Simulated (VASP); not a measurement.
# Ta3Cd (P6/mmm) in VASP: further runs

The runs below take Ta3Cd through single point, relaxation of cell and atoms, with PBE.

Program: VASP 6.6.1. These are calculated values, not measurements. Logs are shortened: lines on timing, memory, paths and dates and some standing lists are left out, and cuts for length are marked.

### 1 The cell of the first run

It takes space group P6/mmm (No. 191, hexagonal). The conventional cell has a = 5.606 Å, b = 5.606 Å, c = 2.814 Å, α = 90.00°, β = 90.00°, γ = 120.00°. Within 3.7 Å of Ta (site symmetry mmm) lie 6 Ta at 2.80 to 2.81 Å and 4 Cd at 3.14 Å. Cd (site symmetry 6/mmm) has 2 Cd at 2.81 Å and 12 Ta at 3.14 Å within 3.7 Å.

### 2 Single point, PBE

INCAR reads:

```
SYSTEM = Ta3Cd
PREC     = Accurate       ! precision mode
ENCUT    = 520            ! plane-wave cutoff, eV
EDIFF    = 1E-7           ! SCF threshold, eV
ISMEAR   = 0              ! smearing method
SIGMA    = 0.1            ! smearing width, eV
LREAL    = .FALSE.        ! projectors in reciprocal space
LASPH    = .TRUE.         ! aspherical terms in the spheres
NELM     = 100            ! most SCF steps
ALGO     = Normal         ! electronic algorithm
ISIF     = 2              ! what is computed and relaxed
LWAVE    = .FALSE.        ! write WAVECAR
LCHARG   = .FALSE.        ! write CHGCAR
GGA      = PE             ! functional
NBANDS   = 30             ! bands
```

KPOINTS reads:

```
Automatic mesh
0
G
  6 6 6
  0 0 0
```

POSCAR reads:

```
Ta3Cd
1.0
    5.6064620615      0.0000000000      0.0000000000
   -2.8032310307      4.8553385706      0.0000000000
    0.0000000000      0.0000000000      2.8144226142
Ta Cd
3 1
Direct
    0.5000000000      0.0000000000      0.0000000000
    0.0000000000      0.5000000000      0.0000000000
    0.5000000000      0.5000000000      0.0000000000
    0.0000000000      0.0000000000      0.5000000000
```

Potentials or basis: VASP PAW PBE potentials, release 64 (Ta_pv, Cd).

Started as:

```bash
cat potpaw_PBE.64/Ta_pv/POTCAR potpaw_PBE.64/Cd/POTCAR > POTCAR
mpirun -np 1 vasp_std > vasp.out
```

OUTCAR:

```text
SYSTEM = Ta3Cd
   PREC = Accurate
   ENCUT = 520
   EDIFF = 1E-7
   ISMEAR = 0
   LREAL = .FALSE.
   LASPH = .TRUE.
   NELM = 100
   ISIF = 2
   GGA = PE

 ion  position               nearest neighbor table
   1  0.500  0.000  0.000-   3 2.80   3 2.80   2 2.80   2 2.80   4 3.14   4 3.14   4 3.14   4 3.14

   2  0.000  0.500  0.000-   3 2.80   3 2.80   1 2.80   1 2.80   4 3.14   4 3.14   4 3.14   4 3.14

   3  0.500  0.500  0.000-   1 2.80   1 2.80   2 2.80   2 2.80   4 3.14   4 3.14   4 3.14   4 3.14

   4  0.000  0.000  0.500-   2 3.14   2 3.14   2 3.14   2 3.14   1 3.14   1 3.14   1 3.14   1 3.14
                             3 3.14   3 3.14   3 3.14   3 3.14

  LATTYP: Found a hexagonal cell.
 ALAT       =     5.6064620615
 C/A-ratio  =     0.5019961936

  Lattice vectors:

 A1 = (   5.6064620615,   0.0000000000,   0.0000000000)
 A2 = (  -2.8032310307,   4.8553385706,   0.0000000000)
 A3 = (   0.0000000000,   0.0000000000,   2.8144226142)

Analysis of symmetry for initial positions (statically):
=====================================================================
 Subroutine PRICEL returns:
 Original cell was already a primitive cell.

 Routine SETGRP: Setting up the symmetry group for a
 hexagonal supercell.

 Subroutine GETGRP returns: Found 24 space group operations
 (whereof 24 operations were pure point group operations)
 out of a pool of 24 trial point group operations.

The static configuration has the point symmetry D_6h.

Analysis of symmetry for dynamics (positions and initial velocities):
=====================================================================
 Subroutine PRICEL returns:
 Original cell was already a primitive cell.

 Routine SETGRP: Setting up the symmetry group for a
 hexagonal supercell.

 Subroutine GETGRP returns: Found 24 space group operations
 (whereof 24 operations were pure point group operations)
 out of a pool of 24 trial point group operations.

The dynamic configuration has the point symmetry D_6h.

 Subroutine INISYM returns: Found 24 space group operations
 (whereof 24 operations are pure point group operations),
 and found     1 'primitive' translations

----------------------------------------------------------------------------------------

[... 93 lines left out ...]
   LASPH  =      T    aspherical Exc in radial PAW
   ENCUT  =  520.0 eV  38.22 Ry    6.18 a.u.  10.42 10.42  5.23*2*pi/ulx,y,z
   NELM   =    100;   NELMIN=  2; NELMDL= -5     # of ELM steps
   EDIFF  = 0.1E-06   stopping-criterion for ELM
   LREAL  =      F    real-space projection
   EDIFFG = 0.1E-05   stopping-criterion for IOM
   NSW    =      0    number of steps for IOM
   IBRION =     -1    ionic relax: 0-MD 1-quasi-New 2-CG
   NFREE  =      0    steps in history (QN), initial steepest desc. (CG)
   ISIF   =      2    stress and relaxation
   ISYM   =      2    0-nonsym 1-usesym 2-fastsym
   POTIM  = 0.5000    time-step for ionic-motion
   TEBEG  =    0.0;   TEEND  =   0.0 temperature during run
   PSTRESS=    0.0 pullay stress
   NELECT =      45.0000    total number of electrons
   NUPDOWN=      -1.0000    fix difference up-down
   EMIN   =  10.00;   EMAX   =-10.00  energy-range for DOS
   EFERMI =   0.00;   METHOD = LEGACY
   ISMEAR =     0;   SIGMA  =   0.10  broadening in eV -4-tet -1-fermi 0-gaus
   EFERMI_NEDOS =   21; number of points for ismear=-14 and -15
   IALGO  =     38    algorithm
   IMIX   =      4    mixing-type and parameters
     AMIX     =   0.40;   BMIX     =  1.00
     AMIX_MAG =   1.60;   BMIX_MAG =  1.00
  volume/ion in A,a.u.               =      19.15       129.25
  Fermi-wavevector in a.u.,A,eV,Ry     =   1.371028  2.590868 25.575125  1.879719
  Thomas-Fermi vector in A             =   2.496762
   LORBIT       =      0    0 simple, 1 ext, 2 COOP (PROOUT), +10 PAW based schemes
   GGA     = PE    functional components
   LHFCALC =     F    Hartree Fock is set to
   AEXX    =    0.0000 exact exchange contribution
   IVDW    =     0    specifies the selected vdW correction
   LEPSILON=     F    determine dielectric tensor
   LRPA    =     F    only Hartree local field effects (RPA)
 non-spin polarized calculation
 Gauss-broadening in eV      SIGMA  =   0.10
  energy-cutoff  :      520.00
  volume of cell :       76.61
 maximum number of plane-waves:      2076
 NGX is ok and might be reduce to    42
   NGX = 21   NGY = 21   NGZ = 11

 number of electron      45.0000009 magnetization

 Free energy of the ion-electron system (eV)
  ---------------------------------------------------
  ext. energy  EPLUGINS =         0.00000000
  ---------------------------------------------------
  free energy    TOTEN  =       -34.52683417 eV

  energy without entropy =      -34.51461948  energy(sigma->0) =      -34.52072683

 E-fermi :   4.7019     XC(G=0): -12.1324

 val. band max:        4.6976842429   @ k =   0.5000  -0.0000   0.1667
 cond. band min:       4.7250865388   @ k =   0.3333   0.0000   0.1667
 fundamental gap:      0.0274022959
 Fermi energy:         4.7019087952

 k-point     1 :       0.0000    0.0000    0.0000
  band No.  band energies     occupation
      1     -30.0305      2.00000
      2     -29.6723      2.00000
      3     -29.6723      2.00000
      4     -29.0580      2.00000
      5     -28.8651      2.00000
      6     -28.7825      2.00000
[... 781 lines left out ...]
     29       8.9743      0.00000
     30       9.3162      0.00000

 [... further k-points ...]

------------------------ aborting loop because EDIFF is reached ----------------------------------------

  FORCE on cell =-STRESS in cart. coord.  units (eV):
  Direction    XX          YY          ZZ          XY          YZ          ZX
  --------------------------------------------------------------------------------------
  -------------------------------------------------------------------------------------
  Total       -0.0372699     -0.0372699      0.1055514     -0.0000000      0.0000000      0.0000000
  in kB       -0.7794188     -0.7794188      2.2073779     -0.0000000      0.0000000      0.0000000
  external PRESSURE =       0.2161801 kB  Pullay stress =       0.0000000 kB

 VOLUME and BASIS-vectors are now :
 -----------------------------------------------------------------------------
  energy-cutoff  :      520.00
  volume of cell :       76.61
      direct lattice vectors                 reciprocal lattice vectors
     5.606462062  0.000000000  0.000000000     0.178365605  0.102979430  0.000000000
    -2.803231031  4.855338571  0.000000000     0.000000000  0.205958861  0.000000000
     0.000000000  0.000000000  2.814422614     0.000000000  0.000000000  0.355312665

 POSITION                                       TOTAL-FORCE (eV/Angst)
 -----------------------------------------------------------------------------------
      2.80323      0.00000      0.00000         0.000000      0.000000      0.000000
     -1.40162      2.42767      0.00000         0.000000      0.000000      0.000000
      1.40162      2.42767      0.00000        -0.000000      0.000000      0.000000
      0.00000      0.00000      1.40721        -0.000000      0.000000      0.000000
 -----------------------------------------------------------------------------------
    total drift:                                0.000000      0.000000     -0.000000

  FREE ENERGIE OF THE ION-ELECTRON SYSTEM (eV)
  ---------------------------------------------------
  free  energy   TOTEN  =       -34.5268341744 eV

  energy  without entropy=      -34.5146194791  energy(sigma->0) =      -34.52072683
```

stdout:

```text
POSCAR found type information on POSCAR TaCd
 POSCAR found :  2 types and       4 ions
 scaLAPACK will be used
 LDA part: xc-table for (Slater+PW92), standard interpolation
 POSCAR, INCAR and KPOINTS ok, starting setup
 FFT: planning ... GRIDC
 FFT: planning ... GRID_SOFT
 FFT: planning ... GRID
 WAVECAR not read
 entering main loop
```

It took 42 s on 1 thread of Intel Xeon 6975P-C (Granite Rapids), shared host; peak memory 0.22 GiB.

Results:

| Quantity | Value |
| --- | --- |
| Free energy | -34.5268 eV |
| Pressure | 0.0 GPa |

Stress tensor (GPa, compression positive):
```
-0.08  0.00  0.00
 0.00 -0.08  0.00
 0.00  0.00  0.22
```

Levels at points of the mesh, in eV from the Fermi level:
```csv
k point,band 19,band 20,band 21,band 22,band 23,band 24,band 25,band 26,band 27,band 28
"(0.00, 0.00, 0.00)",-2.44,-1.44,-1.44,-0.48,-0.48,1.07,1.72,2.99,2.99,3.23
"(0.50, 0.00, 0.00)",-2.21,-2.04,-1.01,-0.69,-0.63,0.12,2.38,2.79,3.20,3.35
"(0.00, 0.00, 0.50)",-2.81,-1.44,-1.44,-1.41,1.68,2.70,2.70,3.65,3.65,4.54
"(0.50, 0.00, 0.50)",-1.96,-1.91,-0.13,-0.05,0.75,1.11,1.24,1.25,2.56,2.58
```

Caveat: the k points lie up to 0.37 Å⁻¹ apart; spin-orbit coupling is left out, which moves the levels of the heavy elements.

### 3 Relaxation of cell and atoms, PBE

This run uses another cell than the first one, of 19.11 Å³/atom, 0.998 times its volume.

INCAR reads:

```
  PREC = Accurate
  ENCUT = 600
  EDIFF = 1E-6
  ISMEAR = 0
  SIGMA = 0.1
  LREAL = False
  LASPH = True
  NELM = 100
  ALGO = Normal
  ISIF = 3
  LWAVE = False
  LCHARG = False
  GGA = PE
  IBRION = 2
  NSW = 90
  EDIFFG = -0.04
```

KPOINTS reads:

```
Automatic mesh
0
Gamma
  6 6 6
```

POSCAR reads:

```
Ta3Cd
1.0
    5.5721559682      0.0000000000      0.0000000000
   -2.7860779841      4.8256286223      0.0000000000
    0.0000000000      0.0000000000      2.8421098345
Ta Cd
3 1
Direct
    0.5000000000      0.0000000000      0.0000000000
    0.0000000000      0.5000000000      0.0000000000
    0.5000000000      0.5000000000      0.0000000000
    0.0000000000      0.0000000000      0.5000000000
```

Potentials or basis: VASP PAW PBE potentials, release 64 (Ta_pv, Cd).

Started as:

```bash
cat potpaw_PBE.64/Ta_pv/POTCAR potpaw_PBE.64/Cd/POTCAR > POTCAR
mpirun -np 1 vasp_std > vasp.out
```

OUTCAR:

```text
PREC = Accurate
   ENCUT = 600
   EDIFF = 1E-6
   ISMEAR = 0
   LREAL = False
   LASPH = True
   NELM = 100
   ISIF = 3
   GGA = PE
   IBRION = 2
   NSW = 90
   EDIFFG = -0.04

 ion  position               nearest neighbor table
   1  0.500  0.000  0.000-   2 2.79   3 2.79   3 2.79   2 2.79   4 3.13   4 3.13   4 3.13   4 3.13

   2  0.000  0.500  0.000-   1 2.79   1 2.79   3 2.79   3 2.79   4 3.13   4 3.13   4 3.13   4 3.13

   3  0.500  0.500  0.000-   1 2.79   1 2.79   2 2.79   2 2.79   4 3.13   4 3.13   4 3.13   4 3.13

   4  0.000  0.000  0.500-   2 3.13   3 3.13   2 3.13   3 3.13   2 3.13   2 3.13   3 3.13   3 3.13
                             1 3.13   1 3.13   1 3.13   1 3.13

  LATTYP: Found a hexagonal cell.
 ALAT       =     5.5721559682
 C/A-ratio  =     0.5100556859

  Lattice vectors:

 A1 = (   5.5721559682,   0.0000000000,   0.0000000000)
 A2 = (  -2.7860779841,   4.8256286223,   0.0000000000)
 A3 = (   0.0000000000,   0.0000000000,   2.8421098345)

Analysis of symmetry for initial positions (statically):
=====================================================================
 Subroutine PRICEL returns:
 Original cell was already a primitive cell.

 Routine SETGRP: Setting up the symmetry group for a
 hexagonal supercell.

 Subroutine GETGRP returns: Found 24 space group operations
 (whereof 24 operations were pure point group operations)
 out of a pool of 24 trial point group operations.

The static configuration has the point symmetry D_6h.

Analysis of symmetry for dynamics (positions and initial velocities):
=====================================================================
 Subroutine PRICEL returns:
 Original cell was already a primitive cell.

 Routine SETGRP: Setting up the symmetry group for a
 hexagonal supercell.

 Subroutine GETGRP returns: Found 24 space group operations
[... 132 lines left out ...]
   GGA     = PE    functional components
   LHFCALC =     F    Hartree Fock is set to
   AEXX    =    0.0000 exact exchange contribution
   IVDW    =     0    specifies the selected vdW correction
   LEPSILON=     F    determine dielectric tensor
   LRPA    =     F    only Hartree local field effects (RPA)
 conjugate gradient relaxation of ions
 non-spin polarized calculation
 Gauss-broadening in eV      SIGMA  =   0.10
  energy-cutoff  :      600.00
  volume of cell :       76.42
 maximum number of plane-waves:      2586
 NGX is ok and might be reduce to    48
   NGX = 23   NGY = 23   NGZ = 11

--------------------------------------- Ionic step        1  -------------------------------------------

 number of electron      45.0000002 magnetization

 Free energy of the ion-electron system (eV)
  ---------------------------------------------------
  ext. energy  EPLUGINS =         0.00000000
  ---------------------------------------------------
  free energy    TOTEN  =       -34.51441282 eV

  energy without entropy =      -34.50316416  energy(sigma->0) =      -34.50878849

------------------------ aborting loop because EDIFF is reached ----------------------------------------

  FORCE on cell =-STRESS in cart. coord.  units (eV):
  Direction    XX          YY          ZZ          XY          YZ          ZX
  --------------------------------------------------------------------------------------
  -------------------------------------------------------------------------------------
  Total        1.0474521      1.0474521     -1.4687812      0.0000000      0.0000000      0.0000000
  in kB       21.9597173     21.9597173    -30.7928350      0.0000000      0.0000000      0.0000000
  external PRESSURE =       4.3755332 kB  Pullay stress =       0.0000000 kB
[... 63 lines left out ...]
--------------------------------------- Ionic step        3  -------------------------------------------

 number of electron      45.0000008 magnetization

 Free energy of the ion-electron system (eV)
  ---------------------------------------------------
  ext. energy  EPLUGINS =         0.00000000
  ---------------------------------------------------
  free energy    TOTEN  =       -34.52725974 eV

  energy without entropy =      -34.51508027  energy(sigma->0) =      -34.52117000

 E-fermi :   4.6966     XC(G=0): -12.1265

 val. band max:        4.6925311822   @ k =   0.5000   0.0000   0.1667
 cond. band min:       4.7200300620   @ k =   0.3333   0.0000   0.1667
 fundamental gap:      0.0274988799
 Fermi energy:         4.6966113677

 k-point     1 :       0.0000    0.0000    0.0000
  band No.  band energies     occupation
      1     -30.0411      2.00000
      2     -29.6826      2.00000
      3     -29.6826      2.00000
      4     -29.0685      2.00000
      5     -28.8804      2.00000
      6     -28.7935      2.00000
[... 709 lines left out ...]
     26       7.1029      0.00000
     27       7.2555      0.00000

 [... further k-points ...]

------------------------ aborting loop because EDIFF is reached ----------------------------------------

  FORCE on cell =-STRESS in cart. coord.  units (eV):
  Direction    XX          YY          ZZ          XY          YZ          ZX
  --------------------------------------------------------------------------------------
  -------------------------------------------------------------------------------------
  Total       -0.0689649     -0.0689649     -0.1085276     -0.0000000      0.0000000      0.0000000
  in kB       -1.4406301     -1.4406301     -2.2670659     -0.0000000      0.0000000      0.0000000
  external PRESSURE =      -1.7161087 kB  Pullay stress =       0.0000000 kB
[... 19 lines left out ...]
  FREE ENERGIE OF THE ION-ELECTRON SYSTEM (eV)
  ---------------------------------------------------
  free  energy   TOTEN  =       -34.5272597370 eV

  energy  without entropy=      -34.5150802679  energy(sigma->0) =      -34.52117000

 reached required accuracy - stopping structural energy minimisation
```

CONTCAR:

```text
Ta3Cd
   1.00000000000000
     5.6065248250206388    0.0000000000000000    0.0000000000000000
    -2.8032624125103194    4.8553929254055133    0.0000000000000000
     0.0000000000000000    0.0000000000000000    2.8175284912539924
  Ta              Cd
     3     1
Direct
     0.5000000000000000    0.0000000000000000    0.0000000000000000
     0.0000000000000000    0.5000000000000000    0.0000000000000000
     0.5000000000000000    0.5000000000000000    0.0000000000000000
     0.0000000000000000    0.0000000000000000    0.5000000000000000

  0.00000000E+00  0.00000000E+00  0.00000000E+00
  0.00000000E+00  0.00000000E+00  0.00000000E+00
  0.00000000E+00  0.00000000E+00  0.00000000E+00
  0.00000000E+00  0.00000000E+00  0.00000000E+00
```

It took 87 s on 1 thread of Intel Xeon 6975P-C (Granite Rapids), shared host; peak memory 0.27 GiB.

Results:

```
Free energy                            : -34.5273 eV
Relaxed volume                         : 19.17 Å³/atom
Relaxed cell                           : a = 5.607 Å, b = 5.607 Å, c = 2.818 Å, α = 90.00°, β = 90.00°, γ = 120.00°
Space group after relaxing (to 0.05 Å) : P6/mmm (No. 191)
Energy gained by relaxing              : 3.2 meV/atom
Ionic steps                            : 3
Pressure after relaxing                : -0.2 GPa
```

Step by step:
```
step  energy change (eV)  largest force (eV/Å)  pressure (GPa)  volume (Å³)
   1              0.0000                0.0000            0.44        76.42
   2              0.0005                0.0000           -0.63        76.98
   3             -0.0128                0.0000           -0.17        76.70
```

Final structure:
```cif
data_structure
_symmetry_space_group_name_H-M 'P 1'
_symmetry_Int_Tables_number 1
_cell_length_a 5.6065
_cell_length_b 5.6065
_cell_length_c 2.8175
_cell_angle_alpha 90.000
_cell_angle_beta 90.000
_cell_angle_gamma 120.000
_cell_volume 76.70
loop_
_atom_site_label
_atom_site_type_symbol
_atom_site_fract_x
_atom_site_fract_y
_atom_site_fract_z
_atom_site_occupancy
Ta1 Ta 0.50000 0.00000 0.00000 1
Ta2 Ta 0.00000 0.50000 0.00000 1
Ta3 Ta 0.50000 0.50000 0.00000 1
Cd1 Cd 0.00000 0.00000 0.50000 1
```

Levels at points of the mesh, in eV from the Fermi level:
| k point | band 19 | band 20 | band 21 | band 22 | band 23 | band 24 | band 25 | band 26 | band 27 |
| --- | --- | --- | --- | --- | --- | --- | --- | --- | --- |
| (0.00, 0.00, 0.00) | -2.44 | -1.43 | -1.43 | -0.48 | -0.48 | 1.06 | 1.70 | 2.98 | 2.98 |
| (0.50, 0.00, 0.00) | -2.21 | -2.04 | -1.00 | -0.69 | -0.63 | 0.12 | 2.36 | 2.78 | 3.20 |
| (0.00, 0.00, 0.50) | -2.81 | -1.45 | -1.45 | -1.42 | 1.69 | 2.70 | 2.70 | 3.65 | 3.65 |
| (0.50, 0.00, 0.50) | -1.96 | -1.91 | -0.14 | -0.05 | 0.74 | 1.10 | 1.23 | 1.24 | 2.59 |

Caveat: the k points lie up to 0.37 Å⁻¹ apart in the final cell; spin-orbit coupling is left out, which moves the levels of the heavy elements.

### 4 Single point, PBE

This run uses another cell than the first one, of 19.08 Å³/atom, 0.996 times its volume.

INCAR reads:

```
SYSTEM = Ta3Cd
ALGO = Normal
EDIFF = 1E-7
ENCUT = 520
GGA = PE
ISIF = 2
ISMEAR = 0
LASPH = .True.
LCHARG = .False.
LREAL = .False.
LWAVE = .False.
NBANDS = 30
NELM = 100
PREC = Accurate
SIGMA = 0.1
```

KPOINTS reads:

```
k-points
0
Gamma
  9 9 14
  0 0 0
```

POSCAR reads:

```
Ta3Cd
1.0
    5.6118992649      0.0000000000      0.0000000000
   -2.8059496324      4.8600473269      0.0000000000
    0.0000000000      0.0000000000      2.7985075552
Ta Cd
3 1
Direct
    0.5000000000      0.0000000000      0.0000000000
    0.0000000000      0.5000000000      0.0000000000
    0.5000000000      0.5000000000      0.0000000000
    0.0000000000      0.0000000000      0.5000000000
```

Started as:

```bash
cat potpaw_PBE.64/Ta_pv/POTCAR potpaw_PBE.64/Cd/POTCAR > POTCAR
mpirun -np 1 vasp_std > vasp.out
```

Run time: 94 s. Hardware: 1 thread of Intel Xeon 6975P-C (Granite Rapids), shared host; peak memory 0.32 GiB.

It converged, with:

```
Free energy : -34.5419 eV
Pressure    : 0.3 GPa
```

Levels at points of the mesh, in eV from the Fermi level:
```tsv
k point	band 19	band 20	band 21	band 22	band 23	band 24	band 25	band 26
(0.00, 0.00, 0.00)	-2.65	-1.65	-1.65	-0.62	-0.62	0.93	1.67	2.92
(0.00, 0.00, 0.50)	-2.87	-1.51	-1.51	-1.48	1.46	2.48	2.48	3.55
```

Caveat: spin-orbit coupling is left out, which moves the levels of the heavy elements.

(Part 1 of 2 ends here.)
